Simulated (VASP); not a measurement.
Set up this calculation in VASP 6.6.1, as the native input.

```yaml
Task: single point
Functional: PBEsol
Potentials_or_basis: VASP PAW PBE potentials, release 64 (Li_sv, Cl)
Cutoff: 520 eV
k_mesh: 9 × 9 × 2
Occupations: gaussian, width 0.02 eV
Spin: no spin polarisation
Dipole_correction: no
Further_INCAR_settings: ALGO = Normal; EDIFF = 1e-06; NBANDS = 48
```

The structure of LiCl lies in POSCAR:

```
LiCl
1.0
    3.8560202659      0.0000000000      0.0000000000
   -1.9280101330      3.3394115077      0.0000000000
    0.0000000000      0.0000000000     21.9017283093
Li Cl
7 7
Direct
    0.0000000000      0.0000000000     -0.0002301857
    0.3333333333      0.6666666667      0.1428944189
    0.6666666667      0.3333333333      0.2859956520
    0.3333333333      0.6666666667      0.4281547018
    0.0000000000      0.0000000000      0.5713105577
    0.3333333333      0.6666666667      0.7134711629
    0.6666666667      0.3333333333      0.8566431920
    0.0000000000      0.0000000000      0.1075054005
    0.3333333333      0.6666666667      0.2506397037
    0.6666666667      0.3333333333      0.3933702030
    0.3333333333      0.6666666667      0.5359362149
    0.0000000000      0.0000000000      0.6786876156
    0.3333333333      0.6666666667      0.8212413134
    0.6666666667      0.3333333333      0.9643800493
```

These files were run (other wordings do the same):

INCAR

```
PREC = Accurate ; ENCUT = 520
EDIFF = 1E-6 ; ISMEAR = 0
SIGMA = 0.02 ; LREAL = False
LASPH = True ; NELM = 100
ALGO = Normal ; ISIF = 2
LWAVE = False ; LCHARG = False
GGA = PS ; NBANDS = 48
```

KPOINTS

```
Automatic mesh
0
Gamma
  9 9 2
```

Potentials or basis: VASP PAW PBE potentials, release 64 (Li_sv, Cl).

The run is started by

```sh
$ cat potpaw_PBE.64/Li_sv/POTCAR potpaw_PBE.64/Cl/POTCAR > POTCAR
$ mpirun -np 1 vasp_std > vasp.out
```

Results of the run:

```json
{
 "Band gap on the k mesh": "5.87 eV"
}
```

Caveat: an odd mesh through Γ misses points on the zone boundary, where band edges can lie.

Run time: 9.2 min on 1 thread of Oxide Virtual Turin-like Processor, on a shared host, peak memory 0.48 GiB.
